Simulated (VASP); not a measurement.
Crystal: KF (Carobbiite).

```
K F
1.0
     0.00000    2.67185    2.67185
     2.67185    0.00000    2.67185
     2.67185    2.67185    0.00000
K F
1 1
Direct
  0.00000 0.00000 0.00000
  0.50000 0.50000 0.50000
```

```yaml
Program: VASP 6.6.1
Task: relaxation of cell and atoms
Functional: PBEsol
Dispersion: D3(BJ)
Potentials_or_basis: VASP PAW PBE potentials, release 64 (K_sv, F)
Cutoff: 600 eV
k_mesh: 9 × 9 × 9
Occupations: fermi-dirac, width 0.05 eV
Spin: no spin polarisation
```

At the start: pressure -2.1 GPa; volume 19.07 Å³/atom.

Question: How do energy, volume and symmetry change on relaxing?

Answer: Over 3 steps the energy falls by 8.0 meV/atom and the volume is 17.92 Å³/atom (-6.0 %); space group Fm-3m (No. 225, to 0.05 Å).

The path:
```
step  energy change (eV)  largest force (eV/Å)  pressure (GPa)  volume (Å³)
   1              0.0000                0.0000           -2.06        38.15
   2             -0.0129                0.0000           -0.99        36.81
   3             -0.0161                0.0000           -0.04        35.85
```

Final structure:
```
CELL_PARAMETERS angstrom
0.00000 2.61706 2.61706
2.61706 0.00000 2.61706
2.61706 2.61706 0.00000
ATOMIC_POSITIONS crystal
K 0.00000 0.00000 0.00000
F 0.50000 0.50000 0.50000
```

Caveat: the PAW data sets were made with another functional, which shifts forces and pressure a little.
